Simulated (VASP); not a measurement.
Input of a VASP 6.6.1 run:

The input INCAR:

```
SYSTEM = Be7B
PREC     = Accurate       ! precision mode
ENCUT    = 520            ! plane-wave cutoff, eV
EDIFF    = 1E-6           ! SCF threshold, eV
ISMEAR   = 0              ! smearing method
SIGMA    = 0.1            ! smearing width, eV
LREAL    = .FALSE.        ! projectors in reciprocal space
LASPH    = .TRUE.         ! aspherical terms in the spheres
NELM     = 100            ! most SCF steps
ALGO     = Normal         ! electronic algorithm
ISIF     = 2              ! what is computed and relaxed
LWAVE    = .FALSE.        ! write WAVECAR
LCHARG   = .FALSE.        ! write CHGCAR
GGA      = PE             ! functional
NBANDS   = 18             ! bands
```

File KPOINTS:

```
Automatic mesh
0
G
  12 12 12
  0 0 0
```

File POSCAR:

```
Be7B
1.0
   -2.4774635304      2.4774635304      2.4774635304
    2.4774635304     -2.4774635304      2.4774635304
    2.4774635304      2.4774635304     -2.4774635304
Be B
7 1
Direct
    0.0000000000      0.5000000000      0.5000000000
    0.5000000000      0.5000000000      0.0000000000
    0.5000000000      0.0000000000      0.5000000000
    0.0000000000      0.0000000000      0.5000000000
    0.0000000000      0.5000000000      0.0000000000
    0.5000000000      0.0000000000      0.0000000000
    0.5000000000      0.5000000000      0.5000000000
    0.0000000000      0.0000000000      0.0000000000
```

Potentials or basis: VASP PAW PBE potentials, release 64 (Be, B).

Launch:

```console
$ cat potpaw_PBE.64/Be/POTCAR potpaw_PBE.64/B/POTCAR > POTCAR
$ mpirun -np 1 vasp_std > vasp.out
```

(1) What does it give for the pressure?

## Answers

(1) 0.2 GPa.
